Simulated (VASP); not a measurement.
# BAs in VASP: notebook

BAs is run at these levels: PBE; tasks: electric field gradients, density of states.

All numbers are computed with VASP 6.6.1; they aren't measurements. Logs are shortened: lines on timing, memory, paths and dates and some standing lists are left out, and cuts for length are marked.

## Step 1: The cell of the first run

It takes space group F-43m (No. 216, cubic). Conventional cell: a = 4.871 Å, b = 4.871 Å, c = 4.871 Å, α = 90.00°, β = 90.00°, γ = 90.00°. B (site symmetry -43m) has 4 As at 2.11 Å within 2.8 Å. Within 2.8 Å of As (site symmetry -43m) lie 4 B at 2.11 Å.

## Step 2: Electric field gradients, PBE (volume scaled by 1.06)

INCAR

```
PREC = Accurate ; ENCUT = 520
EDIFF = 1E-8 ; ISMEAR = -1
SIGMA = 0.03 ; LREAL = False
LASPH = True ; NELM = 100
ALGO = Normal ; ISIF = 2
LWAVE = False ; LCHARG = False
GGA = PE ; LEFG = True
NBANDS = 11
```

KPOINTS

```
Automatic mesh
0
Gamma
  15 15 15
```

POSCAR

```
BAs
1.0
    0.0000000000      2.4353452264      2.4353452264
    2.4353452264      0.0000000000      2.4353452264
    2.4353452264      2.4353452264      0.0000000000
B As
1 1
Direct
    0.0000000000      0.0000000000      0.0000000000
    0.7500000000      0.7500000000      0.7500000000
```

Potentials or basis: VASP PAW PBE potentials, release 64 (B, As).

On the command line:

```bash
> cat potpaw_PBE.64/B/POTCAR potpaw_PBE.64/As/POTCAR > POTCAR
> mpirun -np 1 vasp_std > vasp.out
```

OUTCAR:

```text
PREC = Accurate
   ENCUT = 520
   EDIFF = 1E-8
   ISMEAR = -1
   LREAL = False
   LASPH = True
   NELM = 100
   ISIF = 2
   GGA = PE

 ion  position               nearest neighbor table
   1  0.000  0.000  0.000-   2 2.11   2 2.11   2 2.11   2 2.11
   2  0.750  0.750  0.750-   1 2.11   1 2.11   1 2.11   1 2.11

  LATTYP: Found a face centered cubic cell.
 ALAT       =     4.8706904528

  Lattice vectors:

 A1 = (   0.0000000000,   2.4353452264,   2.4353452264)
 A2 = (   2.4353452264,   0.0000000000,   2.4353452264)
 A3 = (   2.4353452264,   2.4353452264,   0.0000000000)

Analysis of symmetry for initial positions (statically):
=====================================================================
 Subroutine PRICEL returns:
 Original cell was already a primitive cell.

 Routine SETGRP: Setting up the symmetry group for a
 face centered cubic supercell.

 Subroutine GETGRP returns: Found 24 space group operations
 (whereof 24 operations were pure point group operations)
 out of a pool of 48 trial point group operations.

The static configuration has the point symmetry T_d .

Analysis of symmetry for dynamics (positions and initial velocities):
=====================================================================
 Subroutine PRICEL returns:
 Original cell was already a primitive cell.

 Routine SETGRP: Setting up the symmetry group for a
 face centered cubic supercell.

 Subroutine GETGRP returns: Found 24 space group operations
 (whereof 24 operations were pure point group operations)
 out of a pool of 48 trial point group operations.

The dynamic configuration has the point symmetry T_d .

 Subroutine INISYM returns: Found 24 space group operations
 (whereof 24 operations are pure point group operations),
 and found     1 'primitive' translations

----------------------------------------------------------------------------------------

                                     Primitive cell

  volume of cell :      28.8876

  direct lattice vectors                    reciprocal lattice vectors
     0.000000000  2.435345226  2.435345226    -0.205309701  0.205309701  0.205309701
     2.435345226  0.000000000  2.435345226     0.205309701 -0.205309701  0.205309701
     2.435345226  2.435345226  0.000000000     0.205309701  0.205309701 -0.205309701
[... 126 lines left out ...]
  ext. energy  EPLUGINS =         0.00000000
  ---------------------------------------------------
  free energy    TOTEN  =       -11.40161776 eV

  energy without entropy =      -11.40161776  energy(sigma->0) =      -11.40161776

 E-fermi :   6.0743     XC(G=0): -10.3335

 val. band max:        5.4985731285   @ k =   0.0000   0.0000   0.0000
 cond. band min:       6.7324031417   @ k =   0.4000   0.4000   0.0000
 fundamental gap:      1.2338300132
 Fermi energy:         6.0742979483

 k-point     1 :       0.0000    0.0000    0.0000
  band No.  band energies     occupation
      1      -9.3845      2.00000
      2       5.4986      2.00000
      3       5.4986      2.00000
      4       5.4986      2.00000
      5       8.7043      0.00000
      6       8.7043      0.00000
      7       8.7043      0.00000
      8       9.4574      0.00000
      9      14.8082      0.00000
     10      18.2178      0.00000
     11      18.2178      0.00000
[... 309 lines left out ...]
 k-point    24 :       0.2000    0.1333    0.0000
  band No.  band energies     occupation
      1      -8.7672      2.00000
      2       2.7150      2.00000
      3       3.9138      2.00000
      4       4.0786      2.00000
      5       7.9802      0.00000
      6      10.2511      0.00000
      7      10.8786      0.00000
      8      11.3254      0.00000
      9      15.0896      0.00000
     10      16.9448      0.00000
     11      18.4667      0.00000

 [... further k-points ...]
[... 5 lines left out ...]
  --------------------------------------------------------------------------------------
  -------------------------------------------------------------------------------------
  Total       -0.7438126     -0.7438126     -0.7438126     -0.0000000     -0.0000000     -0.0000000
  in kB      -41.2536646    -41.2536646    -41.2536646     -0.0000000     -0.0000000     -0.0000000
  external PRESSURE =     -41.2536646 kB  Pullay stress =       0.0000000 kB

 VOLUME and BASIS-vectors are now :
 -----------------------------------------------------------------------------
  energy-cutoff  :      520.00
  volume of cell :       28.89
      direct lattice vectors                 reciprocal lattice vectors
     0.000000000  2.435345226  2.435345226    -0.205309701  0.205309701  0.205309701
     2.435345226  0.000000000  2.435345226     0.205309701 -0.205309701  0.205309701
     2.435345226  2.435345226  0.000000000     0.205309701  0.205309701 -0.205309701

 POSITION                                       TOTAL-FORCE (eV/Angst)
 -----------------------------------------------------------------------------------
      0.00000      0.00000      0.00000         0.000000      0.000000      0.000000
      3.65302      3.65302      3.65302        -0.000000     -0.000000     -0.000000
 -----------------------------------------------------------------------------------
    total drift:                                0.000000      0.000000      0.000000

  FREE ENERGIE OF THE ION-ELECTRON SYSTEM (eV)
  ---------------------------------------------------
  free  energy   TOTEN  =       -11.4016177576 eV

  energy  without entropy=      -11.4016177576  energy(sigma->0) =      -11.40161776

 Electric field gradients (V/A^2)
---------------------------------------------------------------------
 ion       V_xx      V_yy      V_zz      V_xy      V_xz      V_yz
---------------------------------------------------------------------
   1       0.000     0.000     0.000    -0.000    -0.000    -0.000
   2       0.000    -0.000    -0.000     0.000     0.000     0.000
---------------------------------------------------------------------

 Electric field gradients after diagonalization (V/A^2)
 (convention: |V_zz| > |V_xx| > |V_yy|)
----------------------------------------------------------------------
 ion       V_xx      V_yy      V_zz     asymmetry (V_yy - V_xx)/ V_zz
----------------------------------------------------------------------
   1       0.000     0.000    -0.000       0.000
   2      -0.000    -0.000     0.000       0.000
----------------------------------------------------------------------

           NMR quadrupolar parameters

 Cq : quadrupolar parameter    Cq=e*Q*V_zz/h
 eta: asymmetry parameters     (V_yy - V_xx)/ V_zz
 Q  : nuclear electric quadrupole moment in mb (millibarn)
----------------------------------------------------------------------
 ion       Cq(MHz)       eta       Q (mb)
----------------------------------------------------------------------
   1      -0.000       0.000       1.000
   2       0.000       0.000       1.000
----------------------------------------------------------------------
```

Wall time 43 s (1 thread of AMD EPYC 9R45 (Zen 5), shared host); peak memory 0.15 GiB.

Results:

* Free energy: -11.4016 eV
* Pressure: -4.1 GPa
* Band gap on the k mesh: 1.23 eV, indirect (least direct gap 3.21 eV)

Caveat: the cell differs from its parent crystal (volume scaled by 1.06); without QUAD_EFG the Cq values of the log hold for a quadrupole moment of 1 mb, not for the nuclei. A k mesh can miss the band edges.

## Step 3: Density of states, PBE

This run uses another cell than the first one, of 13.63 Å³/atom, 0.943 times its volume.

POSCAR

```
BAs
1.0
    0.0000000000      2.3885000000      2.3885000000
    2.3885000000      0.0000000000      2.3885000000
    2.3885000000      2.3885000000      0.0000000000
B As
1 1
Direct
    0.0000000000      0.0000000000      0.0000000000
    0.7500000000      0.7500000000      0.7500000000
```

INCAR.step1

```
SYSTEM = BAs
PREC = Accurate
ENCUT = 520
EDIFF = 1E-6
ISMEAR = -1
SIGMA = 0.03
LREAL = .False.
LASPH = .True.
NELM = 80
ALGO = Normal
ISIF = 2
LWAVE = .False.
LCHARG = .True.
GGA = PE
NBANDS = 11
```

KPOINTS.step1

```
regular mesh
0
Gamma
  15 15 15
  0 0 0
```

INCAR.step2

```
SYSTEM = BAs
PREC = Accurate
ENCUT = 520
EDIFF = 1E-6
ISMEAR = -5
SIGMA = 0.03
LREAL = .False.
LASPH = .True.
NELM = 80
ALGO = Normal
ISIF = 2
LWAVE = .False.
LCHARG = .False.
GGA = PE
LORBIT = 10
NBANDS = 11
NEDOS = 1001
ICHARG = 11
```

KPOINTS.step2

```
regular mesh
0
Gamma
  23 23 23
  0 0 0
```

Potentials or basis: VASP PAW PBE potentials, release 64 (B, As).

On the command line:

```bash
> cat potpaw_PBE.64/B/POTCAR potpaw_PBE.64/As/POTCAR > POTCAR
> cp INCAR.step1 INCAR
> cp KPOINTS.step1 KPOINTS
> mpirun -np 1 vasp_std > vasp.out
> cp INCAR.step2 INCAR
> cp KPOINTS.step2 KPOINTS
> mpirun -np 1 vasp_std > vasp.out
```

OUTCAR:

```text
SYSTEM = BAs
   PREC = Accurate
   ENCUT = 520
   EDIFF = 1E-6
   ISMEAR = -5
   LREAL = .False.
   LASPH = .True.
   NELM = 80
   ISIF = 2
   GGA = PE
   LORBIT = 10
   ICHARG = 11

 ion  position               nearest neighbor table
   1  0.000  0.000  0.000-   2 2.07   2 2.07   2 2.07   2 2.07
   2  0.750  0.750  0.750-   1 2.07   1 2.07   1 2.07   1 2.07

  LATTYP: Found a face centered cubic cell.
 ALAT       =     4.7770000000

  Lattice vectors:

 A1 = (   0.0000000000,   2.3885000000,   2.3885000000)
 A2 = (   2.3885000000,   0.0000000000,   2.3885000000)
[... 528 lines left out ...]
  -------------------------------------------------------------------------------------
  Total        0.5818596      0.5818596      0.5818596      0.0000000      0.0000000      0.0000000
  in kB       34.2076366     34.2076366     34.2076366      0.0000000      0.0000000      0.0000000
  external PRESSURE =      34.2076366 kB  Pullay stress =       0.0000000 kB

 VOLUME and BASIS-vectors are now :
 -----------------------------------------------------------------------------
  energy-cutoff  :      520.00
  volume of cell :       27.25
      direct lattice vectors                 reciprocal lattice vectors
     0.000000000  2.388500000  2.388500000    -0.209336404  0.209336404  0.209336404
     2.388500000  0.000000000  2.388500000     0.209336404 -0.209336404  0.209336404
     2.388500000  2.388500000  0.000000000     0.209336404  0.209336404 -0.209336404

 POSITION                                       TOTAL-FORCE (eV/Angst)
 -----------------------------------------------------------------------------------
      0.00000      0.00000      0.00000         0.000000      0.000000      0.000000
      3.58275      3.58275      3.58275        -0.000000     -0.000000     -0.000000
 -----------------------------------------------------------------------------------
    total drift:                                0.000000      0.000000      0.000000

  FREE ENERGIE OF THE ION-ELECTRON SYSTEM (eV)
  ---------------------------------------------------
  free  energy   TOTEN  =       -11.4049984756 eV

  energy  without entropy=      -11.4049984756  energy(sigma->0) =      -11.40499848

 total charge

# of ion       s       p       d       tot
------------------------------------------
    1        0.660   1.180   0.000   1.840
    2        1.173   1.662   0.089   2.923
--------------------------------------------------
tot          1.833   2.842   0.089   4.763
```

Run time: 72 s. Hardware: 1 thread of AMD EPYC 9R45 (Zen 5), shared host; peak memory 0.21 GiB.

Results:

```
Valence electrons inside the program's atomic spheres : B 1.84; As 2.92
```

[end of part 1 of 2]
